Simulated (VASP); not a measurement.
# MgO (lda) (Fm-3m) in VASP: notebook

The runs below take MgO (lda) through single point, relaxation of cell and atoms, with LDA.

Everything below comes from runs of VASP 6.6.1. Logs are shortened: lines on timing, memory, paths and dates and some standing lists are left out, and cuts for length are marked.

**The experiment to reproduce.**

From “Electronic structure of alkaline earth and post-transition metal oxides”, 2009, arxiv:0908.1581, for a bulk crystal of MgO: band gap 7.83 eV.

The runs below are set against these values where they give the same quantity.

### Step 1. The cell of the first run

The structure is cubic, space group Fm-3m (No. 225). Conventional cell: a = 4.163 Å, b = 4.163 Å, c = 4.163 Å, α = 90.00°, β = 90.00°, γ = 90.00°. Mg (site symmetry m-3m) has 6 O at 2.08 Å within 2.8 Å. O (site symmetry m-3m) has 6 Mg at 2.08 Å within 2.8 Å.

### Step 2. Single point, LDA

Contents of INCAR:

```
  PREC = Accurate
  ENCUT = 520
  EDIFF = 1E-7
  ISMEAR = 0
  SIGMA = 0.1
  LREAL = F
  LASPH = T
  NELM = 100
  ALGO = Normal
  ISIF = 2
  LWAVE = F
  LCHARG = F
  GGA = CA
  NBANDS = 11
```

Contents of KPOINTS:

```
regular mesh
0
Gamma
  8 8 8
```

Contents of POSCAR:

```
MgO
1.0
    0.0000000000      2.0816499862      2.0816499862
    2.0816499862      0.0000000000      2.0816499862
    2.0816499862      2.0816499862      0.0000000000
Mg O
1 1
Direct
    0.0000000000      0.0000000000      0.0000000000
    0.5000000000      0.5000000000      0.5000000000
```

Potentials or basis: VASP PAW LDA potentials, release 64 (Mg, O).

Launch:

```sh
$ cat potpaw_LDA.64/Mg/POTCAR potpaw_LDA.64/O/POTCAR > POTCAR
$ mpirun -np 1 vasp_std > vasp.out
```

OUTCAR:

```text
PREC = Accurate
   ENCUT = 520
   EDIFF = 1E-7
   ISMEAR = 0
   LREAL = F
   LASPH = T
   NELM = 100
   ISIF = 2
   GGA = CA

 ion  position               nearest neighbor table
   1  0.000  0.000  0.000-   2 2.08   2 2.08   2 2.08   2 2.08   2 2.08   2 2.08
   2  0.500  0.500  0.500-   1 2.08   1 2.08   1 2.08   1 2.08   1 2.08   1 2.08

  LATTYP: Found a face centered cubic cell.
 ALAT       =     4.1632999724

  Lattice vectors:

 A1 = (   0.0000000000,   2.0816499862,   2.0816499862)
 A2 = (   2.0816499862,   0.0000000000,   2.0816499862)
 A3 = (   2.0816499862,   2.0816499862,   0.0000000000)

Analysis of symmetry for initial positions (statically):
=====================================================================
 Subroutine PRICEL returns:
 Original cell was already a primitive cell.

 Routine SETGRP: Setting up the symmetry group for a
 face centered cubic supercell.

 Subroutine GETGRP returns: Found 48 space group operations
 (whereof 48 operations were pure point group operations)
 out of a pool of 48 trial point group operations.

The static configuration has the point symmetry O_h .

Analysis of symmetry for dynamics (positions and initial velocities):
=====================================================================
 Subroutine PRICEL returns:
 Original cell was already a primitive cell.

 Routine SETGRP: Setting up the symmetry group for a
 face centered cubic supercell.

 Subroutine GETGRP returns: Found 48 space group operations
 (whereof 48 operations were pure point group operations)
 out of a pool of 48 trial point group operations.

The dynamic configuration has the point symmetry O_h .

 Subroutine INISYM returns: Found 48 space group operations
 (whereof 48 operations are pure point group operations),
 and found     1 'primitive' translations

----------------------------------------------------------------------------------------

                                     Primitive cell

  volume of cell :      18.0407

  direct lattice vectors                    reciprocal lattice vectors
     0.000000000  2.081649986  2.081649986    -0.240194078  0.240194078  0.240194078
     2.081649986  0.000000000  2.081649986     0.240194078 -0.240194078  0.240194078
     2.081649986  2.081649986  0.000000000     0.240194078  0.240194078 -0.240194078

  length of vectors
     2.943897643  2.943897643  2.943897643     0.416028347  0.416028347  0.416028347

  position of ions in fractional coordinates (direct lattice)
     0.000000000  0.000000000  0.000000000
     0.500000000  0.500000000  0.500000000
[... 81 lines left out ...]
   IBRION =     -1    ionic relax: 0-MD 1-quasi-New 2-CG
   NFREE  =      0    steps in history (QN), initial steepest desc. (CG)
   ISIF   =      2    stress and relaxation
   ISYM   =      2    0-nonsym 1-usesym 2-fastsym
   POTIM  = 0.5000    time-step for ionic-motion
   TEBEG  =    0.0;   TEEND  =   0.0 temperature during run
   PSTRESS=    0.0 pullay stress
   NELECT =       8.0000    total number of electrons
   NUPDOWN=      -1.0000    fix difference up-down
   EMIN   =  10.00;   EMAX   =-10.00  energy-range for DOS
   EFERMI =   0.00;   METHOD = LEGACY
   ISMEAR =     0;   SIGMA  =   0.10  broadening in eV -4-tet -1-fermi 0-gaus
   EFERMI_NEDOS =   21; number of points for ismear=-14 and -15
   IALGO  =     38    algorithm
   IMIX   =      4    mixing-type and parameters
     AMIX     =   0.40;   BMIX     =  1.00
     AMIX_MAG =   1.60;   BMIX_MAG =  1.00
  volume/ion in A,a.u.               =       9.02        60.87
  Fermi-wavevector in a.u.,A,eV,Ry     =   1.248400  2.359134 21.204717  1.558503
  Thomas-Fermi vector in A             =   2.382488
   LORBIT       =      0    0 simple, 1 ext, 2 COOP (PROOUT), +10 PAW based schemes
   GGA     = CA    functional components
   LHFCALC =     F    Hartree Fock is set to
   AEXX    =    0.0000 exact exchange contribution
   IVDW    =     0    specifies the selected vdW correction
   LEPSILON=     F    determine dielectric tensor
   LRPA    =     F    only Hartree local field effects (RPA)
 non-spin polarized calculation
 Gauss-broadening in eV      SIGMA  =   0.10
  energy-cutoff  :      520.00
  volume of cell :       18.04
 maximum number of plane-waves:       531
 NGX is ok and might be reduce to    24
   NGX = 11   NGY = 11   NGZ = 11

 number of electron       8.0000001 magnetization

 Free energy of the ion-electron system (eV)
  ---------------------------------------------------
  ext. energy  EPLUGINS =         0.00000000
  ---------------------------------------------------
  free energy    TOTEN  =       -13.44418427 eV

  energy without entropy =      -13.44418427  energy(sigma->0) =      -13.44418427

 E-fermi :   3.6470     XC(G=0): -11.7615

 val. band max:        3.1509487601   @ k =   0.0000   0.0000   0.0000
 cond. band min:       8.1555476879   @ k =   0.0000   0.0000   0.0000
 fundamental gap:      5.0045989278
 Fermi energy:         3.6470002849

 k-point     1 :       0.0000    0.0000    0.0000
  band No.  band energies     occupation
      1     -14.0386      2.00000
      2       3.1509      2.00000
      3       3.1509      2.00000
      4       3.1509      2.00000
      5       8.1555      0.00000
      6      18.8657      0.00000
      7      18.8657      0.00000
      8      18.8657      0.00000
      9      22.9826      0.00000
     10      24.6696      0.00000
     11      24.6696      0.00000
[... 309 lines left out ...]
 k-point    24 :      -0.3750    0.2500    0.1250
  band No.  band energies     occupation
      1     -12.4254      2.00000
      2      -1.0633      2.00000
      3       1.0983      2.00000
      4       2.0961      2.00000
      5      12.8965      0.00000
      6      15.4774      0.00000
      7      16.7221      0.00000
      8      20.1635      0.00000
      9      23.8123      0.00000
     10      25.3529      0.00000
     11      29.4953      0.00000

 [... further k-points ...]
[... 5 lines left out ...]
  --------------------------------------------------------------------------------------
  -------------------------------------------------------------------------------------
  Total       -0.2471624     -0.2471624     -0.2471624      0.0000000      0.0000000     -0.0000000
  in kB      -21.9502681    -21.9502681    -21.9502681      0.0000000      0.0000000     -0.0000000
  external PRESSURE =     -21.9502681 kB  Pullay stress =       0.0000000 kB

 VOLUME and BASIS-vectors are now :
 -----------------------------------------------------------------------------
  energy-cutoff  :      520.00
  volume of cell :       18.04
      direct lattice vectors                 reciprocal lattice vectors
     0.000000000  2.081649986  2.081649986    -0.240194078  0.240194078  0.240194078
     2.081649986  0.000000000  2.081649986     0.240194078 -0.240194078  0.240194078
     2.081649986  2.081649986  0.000000000     0.240194078  0.240194078 -0.240194078

 POSITION                                       TOTAL-FORCE (eV/Angst)
 -----------------------------------------------------------------------------------
      0.00000      0.00000      0.00000        -0.000000     -0.000000      0.000000
      2.08165      2.08165      2.08165         0.000000      0.000000      0.000000
 -----------------------------------------------------------------------------------
    total drift:                               -0.000000     -0.000000      0.000000

  FREE ENERGIE OF THE ION-ELECTRON SYSTEM (eV)
  ---------------------------------------------------
  free  energy   TOTEN  =       -13.4441842677 eV

  energy  without entropy=      -13.4441842677  energy(sigma->0) =      -13.44418427
```

stdout:

```text
POSCAR found type information on POSCAR MgO
 POSCAR found :  2 types and       2 ions
 scaLAPACK will be used
 LDA part: xc-table for (Slater(with rela. corr.)+CA(PZ))
 , standard interpolation
 POSCAR, INCAR and KPOINTS ok, starting setup
 FFT: planning ... GRIDC
 FFT: planning ... GRID_SOFT
 FFT: planning ... GRID
 WAVECAR not read
 entering main loop
```

Wall time 9.1 s (1 thread of Intel Xeon 8259CL, shared host); peak memory 0.13 GiB.

Results:

- Free energy: -13.4442 eV
- Pressure: -2.2 GPa
- Band gap on the k mesh: 5.00 eV, direct

### Step 3. Single point, LDA

Contents of INCAR:

```
SYSTEM = MgO
PREC = Accurate ; ENCUT = 520
EDIFF = 1E-6 ; ISMEAR = 0
SIGMA = 0.02 ; LREAL = .FALSE.
LASPH = .TRUE. ; NELM = 60
ALGO = Normal ; ISIF = 2
LWAVE = .FALSE. ; LCHARG = .TRUE.
GGA = CA ; LELF = .TRUE.
LVHAR = .TRUE. ; NBANDS = 11
```

Contents of KPOINTS:

```
Automatic mesh
0
G
  10 10 10
  0 0 0
```

Contents of POSCAR:

```
MgO
1.0
    0.0000000000      2.0803454589      2.0803454589
    2.0803454589      0.0000000000      2.0803454589
    2.0803454589      2.0803454589      0.0000000000
Mg O
1 1
Direct
    0.0000000000      0.0000000000      0.0000000000
    0.5000000000      0.5000000000      0.5000000000
```

Potentials or basis: VASP PAW LDA potentials, release 64 (Mg, O).

Launch:

```sh
$ cat potpaw_LDA.64/Mg/POTCAR potpaw_LDA.64/O/POTCAR > POTCAR
$ mpirun -np 1 vasp_std > vasp.out
```

Wall time 14 s (1 thread of Intel Xeon 8259CL, shared host); peak memory 0.13 GiB.

It converged, with:

```
Free energy            : -13.4446 eV
Pressure               : -1.9 GPa
Band gap on the k mesh : 5.02 eV, direct
```

Levels at points of the mesh, in eV from the valence-band top:
```csv
k point,band 1,band 2,band 3,band 4,band 5,band 6,band 7,band 8
"(0.00, 0.00, 0.00)",-17.20,0.00,0.00,0.00,5.02,15.72,15.72,15.72
"(0.50, 0.00, 0.00)",-15.75,-4.87,-0.71,-0.71,7.97,12.82,16.38,16.38
"(0.50, 0.50, 0.00)",-15.46,-4.31,-1.43,-1.43,8.92,10.10,13.28,19.20
```

(Part 1 of 2 ends here.)
